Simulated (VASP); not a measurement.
Here is a VASP 6.6.1 calculation.

File INCAR:

```
SYSTEM = Si3Mo
ALGO = Normal ; EDIFF = 1E-7
ENCUT = 520 ; GGA = PE
ISIF = 2 ; ISMEAR = 0
ISPIN = 2 ; LASPH = .TRUE.
LCHARG = .FALSE. ; LMAXMIX = 4
LORBIT = 11 ; LREAL = .FALSE.
LWAVE = .FALSE. ; MAGMOM = 0 0 0 1
NBANDS = 25 ; NELM = 150
PREC = Accurate ; SIGMA = 0.1
```

The input KPOINTS:

```
k-points
0
G
  6 6 6
  0 0 0
```

POSCAR

```
Si3Mo
1.0
   -2.5541734694      2.5541734694      2.5541734694
    2.5541734694     -2.5541734694      2.5541734694
    2.5541734694      2.5541734694     -2.5541734694
Si Mo
3 1
Direct
    0.0000000000      0.5000000000      0.5000000000
    0.5000000000      0.0000000000      0.5000000000
    0.5000000000      0.5000000000      0.0000000000
    0.0000000000      0.0000000000      0.0000000000
```

Potentials or basis: VASP PAW PBE potentials, release 64 (Si, Mo_sv).

The run is started by

```bash
$ cat potpaw_PBE.64/Si/POTCAR potpaw_PBE.64/Mo_sv/POTCAR > POTCAR
$ mpirun -np 1 vasp_std > vasp.out
```

(1) Estimate the site moments.

(2) Predict the net moment.

## Answers

(1) Si -0.02; Mo +0.65 μB.

(2) 0.63 μB per cell.
